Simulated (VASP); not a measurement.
Crystal: B3C.

```
CELL_PARAMETERS angstrom
-1.44765 1.44765 3.23372
1.44765 -1.44765 3.23372
1.44765 1.44765 -3.23372
ATOMIC_POSITIONS crystal
B 0.50000 0.50000 0.00000
B 0.25000 0.75000 0.50000
B 0.75000 0.25000 0.50000
C 0.00000 0.00000 0.00000
```

| Property | Result |
| --- | --- |
| Program | VASP 6.6.1 |
| Task | relaxation of cell and atoms |
| Functional | PBE |
| Potentials or basis | VASP PAW PBE potentials, release 64 (B_h, C_h) |
| Cutoff | 1300 eV |
| k mesh | 8 × 8 × 8 |
| Occupations | gaussian, width 0.1 eV |
| Spin | no spin polarisation |

At the start: pressure -19.4 GPa; volume 6.78 Å³/atom.

Problem. Where does the relaxation end?

Solution. Over 14 steps the energy falls by 358.5 meV/atom and the volume is 7.52 Å³/atom (+11.0 %); space group I4/mmm (No. 139, to 0.1 Å) before and after.

Step by step:
| step | energy change (eV) | largest force (eV/Å) | pressure (GPa) | volume (Å³) |
| --- | --- | --- | --- | --- |
| 1 | 0.0000 | 0.0000 | -19.39 | 27.11 |
| 2 | -0.4161 | 0.0000 | 4.05 | 23.98 |
| 3 | -0.4250 | 0.0000 | 8.46 | 23.60 |
| 4 | -0.6758 | 0.0000 | 10.24 | 23.94 |
| 5 | -1.0590 | 0.0000 | 22.78 | 24.57 |
| 6 | -1.2004 | 0.0000 | 12.21 | 25.88 |
| 7 | -1.3303 | 0.0000 | -1.43 | 28.29 |
| 8 | -1.3373 | 0.0000 | -3.68 | 28.86 |
| 9 | -1.3438 | 0.0000 | -8.30 | 30.01 |
| 10 | -1.4010 | 0.0000 | -7.54 | 31.24 |
| 11 | -1.4026 | 0.0000 | -6.79 | 31.67 |
| 12 | -1.4036 | 0.0000 | -7.28 | 31.44 |
| 13 | -1.4335 | 0.0000 | -1.13 | 30.28 |
| 14 | -1.4342 | 0.0000 | 0.00 | 30.10 |

Final structure:
```yaml
crystal:
  lattice:
    - [-1.25306, 1.25306, 4.79184]
    - [1.25306, -1.25306, 4.79184]
    - [1.25306, 1.25306, -4.79184]
  atoms:
    - { symbol: B, position: [0.50000, 0.50000, 0.00000] }
    - { symbol: B, position: [0.25000, 0.75000, 0.50000] }
    - { symbol: B, position: [0.75000, 0.25000, 0.50000] }
    - { symbol: C, position: [0.00000, 0.00000, 0.00000] }
```

Caveat: a cell axis changed by over 15 % at a fixed basis, so the end point is rough; an odd number of electrons without spin polarisation forces a metal; a magnetic or distorted state may lie lower.
